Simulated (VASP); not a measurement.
# TaSi2: single point with PBEsol

TaSi2:

```
CELL_PARAMETERS angstrom
4.75656 0.00000 0.00000
-2.37828 4.11930 0.00000
0.00000 0.00000 6.56505
ATOMIC_POSITIONS crystal
Ta 0.00000 0.50000 0.16667
Ta 0.50000 0.50000 0.83333
Ta 0.50000 0.00000 0.50000
Si 0.31918 0.15959 0.16667
Si 0.15959 0.84041 0.83333
Si 0.84041 0.68082 0.50000
Si 0.68082 0.84041 0.16667
Si 0.84041 0.15959 0.83333
Si 0.15959 0.31918 0.50000
```

* Program: VASP 6.6.1
* Task: single point
* Functional: PBEsol
* Potentials or basis: VASP PAW PBE potentials, release 64 (Ta_pv, Si)
* Cutoff: 520 eV
* k mesh: 7 × 7 × 4
* Occupations: fermi-dirac, width 0.05 eV
* Spin: no spin polarisation
* Dipole correction: no
* Further INCAR settings: ALGO = Normal; EDIFF = 1e-06; NBANDS = 38

The pressure is 0.3 GPa and the band gap on the k mesh is zero (an odd number of electrons rules out a gap without spin polarisation).

Forces in eV/Å, atoms in the order of the input:
```
Ta   0.000  0.000  0.000
Ta   0.000  0.000  0.000
Ta   0.000  0.000  0.000
Si  -0.002 -0.001  0.000
Si  -0.002  0.001  0.000
Si   0.000  0.002  0.000
Si   0.002  0.001  0.000
Si   0.002 -0.001  0.000
Si   0.000 -0.002  0.000
```

Stress tensor (GPa, compression positive):
```
0.28 0.00 0.00
0.00 0.28 0.00
0.00 0.00 0.37
```

Levels at points of the mesh, in eV from the Fermi level:
| k point | band 27 | band 28 | band 29 | band 30 | band 31 | band 32 |
| --- | --- | --- | --- | --- | --- | --- |
| (0.00, 0.00, 0.00) | -2.22 | -2.22 | -1.48 | 0.69 | 3.03 | 3.03 |
| (0.00, 0.00, 0.50) | -1.76 | -1.76 | 1.10 | 1.10 | 2.70 | 2.70 |

It took 2.9 min on 1 thread of Intel Xeon 8259CL, with other jobs on the host, peak memory 0.29 GiB.

Caveat: the PAW data sets were made with another functional, which shifts forces and pressure a little; spin-orbit coupling is left out, which moves the levels of the heavy elements.
